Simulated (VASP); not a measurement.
Input of a VASP 6.6.1 run:

File INCAR:

```
PREC = Accurate ; ENCUT = 600
EDIFF = 1E-6 ; ISMEAR = 0
SIGMA = 0.1 ; LREAL = False
LASPH = True ; NELM = 120
ALGO = Normal ; ISIF = 2
LWAVE = False ; LCHARG = False
GGA = PS ; NBANDS = 18
GGA_COMPAT = False
```

KPOINTS

```
regular mesh
0
Gamma
  14 14 14
```

The input POSCAR:

```
N
1.0
    3.0827911522      0.0000000000      0.0000000000
    0.0000000000      3.0827911522      0.0000000000
    0.0000000000      0.0000000000      3.0827911522
N
4
Direct
    0.1250000000      0.1250000000      0.1250000000
    0.3750000000      0.8750000000      0.6250000000
    0.6250000000      0.3750000000      0.8750000000
    0.8750000000      0.6250000000      0.3750000000
```

Potentials or basis: VASP PAW PBE potentials, release 64 (N).

Run with:

```console
$ cat potpaw_PBE.64/N/POTCAR > POTCAR
$ mpirun -np 1 vasp_std > vasp.out
```

**Question.** Estimate the band gap on the k mesh.

**Answer.** Zero (bands 10 and 11 overlap by 4.16 eV).

**Question.** What does it give for the pressure?

**Answer.** -0.4 GPa.

Caveat: the PAW data sets were made with another functional, which shifts forces and pressure a little.
